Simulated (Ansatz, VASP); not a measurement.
WC in VASP and in Ansatz

Contents of INCAR:

```
SYSTEM = WC
PREC = Accurate
ENCUT = 600
EDIFF = 1E-7
ISMEAR = 1
SIGMA = 0.1
LREAL = .FALSE.
LASPH = .TRUE.
NELM = 100
ALGO = Normal
ISIF = 3
LWAVE = .FALSE.
LCHARG = .FALSE.
GGA = PE
IVDW = 12
IBRION = 2
NSW = 60
EDIFFG = -0.01
```

The input KPOINTS:

```
Automatic mesh
0
G
  11 11 10
  0 0 0
```

The input POSCAR:

```
WC
1.0
    2.9065000000      0.0000000000      0.0000000000
   -1.4532500000      2.5171028361      0.0000000000
    0.0000000000      0.0000000000      2.8366000000
W C
1 1
Direct
    0.0000000000      0.0000000000      0.0000000000
    0.6666666667      0.3333333333      0.5000000000
```

Input for Ansatz:

```yaml
crystal:
  lattice:
    a: 2.9065
    b: 2.9065
    c: 2.8366
    alpha: 90.0
    beta: 90.0
    gamma: 120.0
  atoms:
    - { symbol: W, position: [0.0, 0.0, 0.0] }
    - { symbol: C, position: [0.6666666666666666, 0.3333333333333333, 0.5] }
basis:
  ecutwfc: 420.0
kpoints:
  mp_grid:
    grid: [11, 11, 10]
hamiltonian:
  xc: pbe
  dispersion: d3bj
scf:
  occupations:
    method: cold
  eigensolver:
    kind: davidson
    full_accuracy: true
relax:
  max_steps: 40
  cell: {}
```

Alike in both runs: task relaxation of cell and atoms; functional PBE; dispersion D3(BJ); k mesh 11 × 11 × 10; no spin polarisation.

```csv
,VASP,Ansatz
version,VASP 6.6.1,Ansatz 0.2.0
potentials or method,"VASP PAW PBE potentials, release 64 (W_sv, C), cutoff 600 eV","plane waves, PAW"
occupations,"methfessel-paxton of order 1, width 0.1 eV",cold
valence electrons in the cell,18,18
```

```csv
,VASP,Ansatz,Ansatz less VASP
relaxed volume (Å³/atom),10.36,10.33,-0.027
relaxed cell length with the largest relative difference (Å),2.905,2.902,-0.0025
```

Spin-orbit coupling is off throughout.
